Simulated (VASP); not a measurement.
Set up this calculation in VASP 6.6.1, as the native input.

- Task: single point
- Functional: LDA
- Potentials or basis: VASP PAW LDA potentials, release 64 (Sn_d, Se)
- Cutoff: 520 eV
- k mesh: 8 × 8 × 8
- Occupations: gaussian, width 0.05 eV
- Spin: no spin polarisation
- Dipole correction: no
- Further INCAR settings: ALGO = Normal; EDIFF = 1e-06; NBANDS = 17

The structure of SnSe lies in POSCAR:

```
SnSe
1.0
    0.0000000000      3.0100000000      2.9197000000
    3.0100000000      0.0000000000      2.9197000000
    3.0100000000      3.0100000000      0.0000000000
Sn Se
1 1
Direct
    0.0000000000      0.0000000000      0.0000000000
    0.5000000000      0.5000000000      0.5000000000
```

This cell differs from its parent crystal: strain -0.0300 x Voigt [0, 0, 1, 0, 0, 0].

One way to write it, as run:

INCAR

```
SYSTEM = SnSe
  PREC = Accurate
  ENCUT = 520
  EDIFF = 1E-6
  ISMEAR = 0
  SIGMA = 0.05
  LREAL = .FALSE.
  LASPH = .TRUE.
  NELM = 100
  ALGO = Normal
  ISIF = 2
  LWAVE = .FALSE.
  LCHARG = .FALSE.
  GGA = CA
  NBANDS = 17
```

KPOINTS

```
regular mesh
0
G
  8 8 8
  0 0 0
```

Potentials or basis: VASP PAW LDA potentials, release 64 (Sn_d, Se).

Command:

```bash
$ cat potpaw_LDA.64/Sn_d/POTCAR potpaw_LDA.64/Se/POTCAR > POTCAR
$ mpirun -np 1 vasp_std > vasp.out
```

Results of the run:

The pressure is -1.6 GPa and the band gap on the k mesh is 0.73 eV, indirect (least direct gap 0.79 eV).

Caveat: the cell differs from its parent crystal (strain -0.0300 x Voigt [0, 0, 1, 0, 0, 0]); spin-orbit coupling is left out, which moves the levels of the heavy elements.

It took 35 s on 1 thread of Intel(R) Xeon(R) Platinum 8488C (Sapphire Rapids), on a shared host, peak memory 0.18 GiB.
